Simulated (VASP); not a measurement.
# Cd (Im-3m) in VASP: notebook

The runs below take Cd through relaxation of cell and atoms, with PBE.

Program: VASP 6.6.1. These are calculated values, not measurements. Logs are shortened: lines on timing, memory, paths and dates and some standing lists are left out, and cuts for length are marked.

**1. The cell of the first run**

The structure is cubic, space group Im-3m (No. 229). Conventional cell: a = 3.316 Å, b = 3.316 Å, c = 3.316 Å, α = 90.00°, β = 90.00°, γ = 90.00°. Within 3.8 Å of Cd (site symmetry m-3m) lie 14 Cd at 2.87 to 3.32 Å.

This isn't the form of Cd at room conditions, which is hcp.

**2. Relaxation of cell and atoms, PBE, target pressure 18 GPa, at which the enthalpy is minimised**

The input, INCAR:

```
ALGO = Normal
EDIFF = 1E-6
EDIFFG = -0.005
ENCUT = 600
GGA = PE
IBRION = 2
ISIF = 3
ISMEAR = -1
LASPH = True
LCHARG = False
LREAL = False
LWAVE = False
NELM = 80
NSW = 60
PREC = Accurate
PSTRESS = 180.0
SIGMA = 0.1
```

The input, KPOINTS:

```
k-points
0
Gamma
  16 16 16
```

The input, POSCAR:

```
Cd
1.0
   -1.6577919593      1.6577919593      1.6577919593
    1.6577919593     -1.6577919593      1.6577919593
    1.6577919593      1.6577919593     -1.6577919593
Cd
1
Direct
    0.0000000000      0.0000000000      0.0000000000
```

Potentials or basis: VASP PAW PBE potentials, release 64 (Cd).

On the command line:

```
$ cat potpaw_PBE.64/Cd/POTCAR > POTCAR
$ mpirun -np 1 vasp_std > vasp.out
```

OUTCAR:

```text
EDIFF = 1E-6
   EDIFFG = -0.005
   ENCUT = 600
   GGA = PE
   IBRION = 2
   ISIF = 3
   ISMEAR = -1
   LASPH = True
   LREAL = False
   NELM = 80
   NSW = 60
   PREC = Accurate
   PSTRESS = 180.0

 ion  position               nearest neighbor table
   1  0.000  0.000  0.000-

  LATTYP: Found a body centered cubic cell.
 ALAT       =     3.3155839186

  Lattice vectors:

 A1 = (  -1.6577919593,   1.6577919593,   1.6577919593)
 A2 = (   1.6577919593,  -1.6577919593,   1.6577919593)
 A3 = (   1.6577919593,   1.6577919593,  -1.6577919593)

Analysis of symmetry for initial positions (statically):
=====================================================================
 Subroutine PRICEL returns:
 Original cell was already a primitive cell.

 Routine SETGRP: Setting up the symmetry group for a
 body centered cubic supercell.

 Subroutine GETGRP returns: Found 48 space group operations
 (whereof 48 operations were pure point group operations)
 out of a pool of 48 trial point group operations.

The static configuration has the point symmetry O_h .

Analysis of symmetry for dynamics (positions and initial velocities):
=====================================================================
 Subroutine PRICEL returns:
 Original cell was already a primitive cell.

 Routine SETGRP: Setting up the symmetry group for a
 body centered cubic supercell.

 Subroutine GETGRP returns: Found 48 space group operations
 (whereof 48 operations were pure point group operations)
 out of a pool of 48 trial point group operations.

The dynamic configuration has the point symmetry O_h .

 Subroutine INISYM returns: Found 48 space group operations
 (whereof 48 operations are pure point group operations),
 and found     1 'primitive' translations

----------------------------------------------------------------------------------------

                                     Primitive cell

  volume of cell :      18.2243

  direct lattice vectors                    reciprocal lattice vectors
    -1.657791959  1.657791959  1.657791959     0.000000000  0.301605999  0.301605999
     1.657791959 -1.657791959  1.657791959     0.301605999  0.000000000  0.301605999
     1.657791959  1.657791959 -1.657791959     0.301605999  0.301605999  0.000000000

  length of vectors
     2.871379902  2.871379902  2.871379902     0.426535294  0.426535294  0.426535294
[... 86 lines left out ...]
   ISYM   =      2    0-nonsym 1-usesym 2-fastsym
   POTIM  = 0.5000    time-step for ionic-motion
   TEBEG  =    0.0;   TEEND  =   0.0 temperature during run
   PSTRESS=  180.0 pullay stress
   NELECT =      12.0000    total number of electrons
   NUPDOWN=      -1.0000    fix difference up-down
   EMIN   =  10.00;   EMAX   =-10.00  energy-range for DOS
   EFERMI =   0.00;   METHOD = LEGACY
   ISMEAR =    -1;   SIGMA  =   0.10  broadening in eV -4-tet -1-fermi 0-gaus
   EFERMI_NEDOS =   21; number of points for ismear=-14 and -15
   IALGO  =     38    algorithm
   IMIX   =      4    mixing-type and parameters
     AMIX     =   0.40;   BMIX     =  1.00
     AMIX_MAG =   1.60;   BMIX_MAG =  1.00
  volume/ion in A,a.u.               =      18.22       122.98
  Fermi-wavevector in a.u.,A,eV,Ry     =   1.424247  2.691436 27.599128  2.028479
  Thomas-Fermi vector in A             =   2.544758
   LORBIT       =      0    0 simple, 1 ext, 2 COOP (PROOUT), +10 PAW based schemes
   GGA     = PE    functional components
   LHFCALC =     F    Hartree Fock is set to
   AEXX    =    0.0000 exact exchange contribution
   IVDW    =     0    specifies the selected vdW correction
   LEPSILON=     F    determine dielectric tensor
   LRPA    =     F    only Hartree local field effects (RPA)
 conjugate gradient relaxation of ions
 non-spin polarized calculation
  energy-cutoff  :      600.00
  volume of cell :       18.22
 maximum number of plane-waves:       625
   NGX = 11   NGY = 11   NGZ = 11

--------------------------------------- Ionic step        1  -------------------------------------------

 number of electron      11.9999996 magnetization

 Free energy of the ion-electron system (eV)
  ---------------------------------------------------
  ext. energy  EPLUGINS =         0.00000000
  ---------------------------------------------------
  free energy    TOTEN  =        -0.44913619 eV

  energy without entropy =       -0.43751609  energy(sigma->0) =       -0.44332614

------------------------ aborting loop because EDIFF is reached ----------------------------------------

  FORCE on cell =-STRESS in cart. coord.  units (eV):
  Direction    XX          YY          ZZ          XY          YZ          ZX
  --------------------------------------------------------------------------------------
  -------------------------------------------------------------------------------------
  Total        2.2851409      2.2851409      2.2851409      0.0000000     -0.0000000      0.0000000
  in kB      200.8970128    200.8970128    200.8970128      0.0000000     -0.0000000      0.0000000
  external PRESSURE =      20.8970128 kB  Pullay stress =     180.0000000 kB
[... 61 lines left out ...]
--------------------------------------- Ionic step        3  -------------------------------------------

 number of electron      11.9999993 magnetization

 Free energy of the ion-electron system (eV)
  ---------------------------------------------------
  ext. energy  EPLUGINS =         0.00000000
  ---------------------------------------------------
  free energy    TOTEN  =        -0.48371971 eV

  energy without entropy =       -0.47216464  energy(sigma->0) =       -0.47794218

 E-fermi :   4.4637     XC(G=0): -11.8888

 val. band max:        4.4354065063   @ k =  -0.3750  -0.3750   0.0625
 cond. band min:       4.4762027688   @ k =   0.3750   0.1250   0.0625
 fundamental gap:      0.0407962625
 Fermi energy:         4.4636585398

 k-point     1 :       0.0000    0.0000    0.0000
  band No.  band energies     occupation
      1      -5.9526      2.00000
      2      -5.6161      2.00000
      3      -5.6161      2.00000
      4      -5.6161      2.00000
      5      -4.7156      2.00000
      6      -4.7156      2.00000
      7      20.5161      0.00000
      8      20.5161      0.00000
      9      20.5161      0.00000
     10      23.2276      0.00000
[... 287 lines left out ...]
 k-point    24 :       0.2500    0.1875    0.0000
  band No.  band energies     occupation
      1      -6.0253      2.00000
      2      -5.7653      2.00000
      3      -5.0041      2.00000
      4      -4.8589      2.00000
      5      -4.5620      2.00000
      6      -0.8272      2.00000
      7       8.9149      0.00000
      8      10.7381      0.00000
      9      15.4872      0.00000
     10      20.9978      0.00000

 [... further k-points ...]
[... 5 lines left out ...]
  --------------------------------------------------------------------------------------
  -------------------------------------------------------------------------------------
  Total        2.0799921      2.0799921      2.0799921      0.0000000     -0.0000000      0.0000000
  in kB      179.9854346    179.9854346    179.9854346      0.0000000     -0.0000000      0.0000000
  external PRESSURE =      -0.0145654 kB  Pullay stress =     180.0000000 kB
[... 20 lines left out ...]
  energy  without entropy=       -0.4721646435  energy(sigma->0) =       -0.47794218

  enthalpy is  TOTEN    =         1.5964406820 eV   P V=        2.0801603909

 reached required accuracy - stopping structural energy minimisation
```

OSZICAR:

```text
N       E                     dE             d eps       ncg     rms          rms(c)
DAV:   1     0.728354281453E+02    0.72835E+02   -0.80247E+03  3092   0.139E+03
DAV:   2     0.529301072021E+00   -0.72306E+02   -0.69150E+02  2960   0.278E+02
DAV:   3    -0.520598119743E+00   -0.10499E+01   -0.10494E+01  3286   0.406E+01
DAV:   4    -0.521769357409E+00   -0.11712E-02   -0.11712E-02  3194   0.127E+00
[... 20 lines left out ...]
DAV:   3    -0.484194949404E+00    0.31064E-02   -0.79219E-03  3184   0.124E+00    0.393E-01
DAV:   4    -0.483718681490E+00    0.47627E-03   -0.59550E-04  3014   0.277E-01    0.327E-02
DAV:   5    -0.483716925603E+00    0.17559E-05   -0.57981E-06  3036   0.324E-02    0.121E-02
DAV:   6    -0.483719643113E+00   -0.27175E-05   -0.20516E-06  3136   0.145E-02    0.181E-03
DAV:   7    -0.483719708891E+00   -0.65778E-07   -0.16787E-08  1456   0.191E-03
   3 F= 0.15964407E+01 E0= 0.16022182E+01  d E =-.186697E-02
```

CONTCAR:

```text
Cd
   1.00000000000000
    -1.6665754096279350    1.6665754096279350    1.6665754096279350
     1.6665754096279350   -1.6665754096279350    1.6665754096279350
     1.6665754096279350    1.6665754096279350   -1.6665754096279350
  Cd
     1
Direct
     0.0000000000000000    0.0000000000000000    0.0000000000000000

  0.00000000E+00  0.00000000E+00  0.00000000E+00
```

Run time: 68 s. Hardware: 1 thread of Intel Xeon 8259CL, shared host; peak memory 0.17 GiB.

What came out:

```
Free energy                                                : -0.4837 eV
Relaxed volume                                             : 18.52 Å³/atom
Relaxed cell                                               : a = 2.887 Å, b = 2.887 Å, c = 2.887 Å, α = 109.47°, β = 109.47°, γ = 109.47°
Space group after relaxing (to 0.1 Å)                      : Im-3m (No. 229)
Energy change on relaxing (the run minimises the enthalpy) : -34.6 meV/atom
Ionic steps                                                : 3
Pressure after relaxing                                    : 18.0 GPa
Band gap on the k mesh                                     : zero (bands 6 and 7 overlap by 4.15 eV)
```

The path:
```tsv
step	energy change (eV)	largest force (eV/Å)	pressure (GPa)	volume (Å³)
1	0.0000	0.0000	20.09	18.22
2	-0.0707	0.0000	15.75	18.86
3	-0.0346	0.0000	18.00	18.52
```

Final structure:
```cif
data_structure
_symmetry_space_group_name_H-M 'P 1'
_symmetry_Int_Tables_number 1
_cell_length_a 2.8866
_cell_length_b 2.8866
_cell_length_c 2.8866
_cell_angle_alpha 109.471
_cell_angle_beta 109.471
_cell_angle_gamma 109.471
_cell_volume 18.52
loop_
_atom_site_label
_atom_site_type_symbol
_atom_site_fract_x
_atom_site_fract_y
_atom_site_fract_z
_atom_site_occupancy
Cd1 Cd 0.00000 0.00000 0.00000 1
```

Caveat: the cell is relaxed towards a set pressure, so the run minimises the enthalpy, not the energy.

**3. Relaxation of cell and atoms, PBE, target pressure 18 GPa, at which the enthalpy is minimised**

This run uses another cell than the first one, of 18.44 Å³/atom.

The input, INCAR:

```
  ALGO = Normal
  EDIFF = 1E-7
  EDIFFG = -0.005
  ENCUT = 600
  GGA = PE
  IBRION = 2
  ISIF = 3
  ISMEAR = -1
  LASPH = T
  LCHARG = F
  LREAL = F
  LWAVE = F
  NELM = 60
  NSW = 32
  PREC = Accurate
  PSTRESS = 180.0
  SIGMA = 0.1
```

KPOINTS is that of step 2.

The input, POSCAR:

```
Cd
1.0
   -1.6642663435      1.6642663435      1.6642663435
    1.6642663435     -1.6642663435      1.6642663435
    1.6642663435      1.6642663435     -1.6642663435
Cd
1
Direct
    0.0000000000      0.0000000000      0.0000000000
```

Potentials or basis: VASP PAW PBE potentials, release 64 (Cd).

On the command line:

```
$ cat potpaw_PBE.64/Cd/POTCAR > POTCAR
$ mpirun -np 1 vasp_std > vasp.out
```

It took 53 s on 1 thread of Intel Xeon 8259CL, shared host; peak memory 0.17 GiB.

It converged, with:

```
Free energy                                                : -0.4837 eV
Relaxed volume                                             : 18.51 Å³/atom
Relaxed cell                                               : a = 2.887 Å, b = 2.887 Å, c = 2.887 Å, α = 109.47°, β = 109.47°, γ = 109.47°
Space group after relaxing (to 0.1 Å)                      : Im-3m (No. 229)
Energy change on relaxing (the run minimises the enthalpy) : -8.6 meV/atom
Ionic steps                                                : 3
Pressure after relaxing                                    : 18.0 GPa
Band gap on the k mesh                                     : zero (bands 6 and 7 overlap by 4.15 eV)
```

The path:
| step | energy change (eV) | largest force (eV/Å) | pressure (GPa) | volume (Å³) |
| --- | --- | --- | --- | --- |
| 1 | 0.0000 | 0.0000 | 18.52 | 18.44 |
| 2 | -0.0181 | 0.0000 | 17.42 | 18.60 |
| 3 | -0.0086 | 0.0000 | 18.00 | 18.51 |

Final structure:
```yaml
crystal:
  lattice:
    - [-1.66653, 1.66653, 1.66653]
    - [1.66653, -1.66653, 1.66653]
    - [1.66653, 1.66653, -1.66653]
  atoms:
    - { symbol: Cd, position: [0.00000, 0.00000, 0.00000] }
```

Levels at points of the mesh, in eV from the Fermi level:
```tsv
k point	band 2	band 3	band 4	band 5	band 6	band 7	band 8	band 9	band 10
(0.00, 0.00, 0.00)	-10.08	-10.08	-10.08	-9.18	-9.18	16.05	16.05	16.05	18.77
(0.50, 0.00, 0.00)	-10.55	-9.22	-9.13	-8.55	-3.05	-0.76	10.36	10.49	14.96
(0.50, 0.50, 0.50)	-10.85	-8.71	-8.71	-8.71	3.38	3.38	3.38	7.38	8.67
```

Caveat: the cell is relaxed towards a set pressure, so the run minimises the enthalpy, not the energy.

The gap in the log of VASP goes by the Fermi energy; the results here count the filled bands.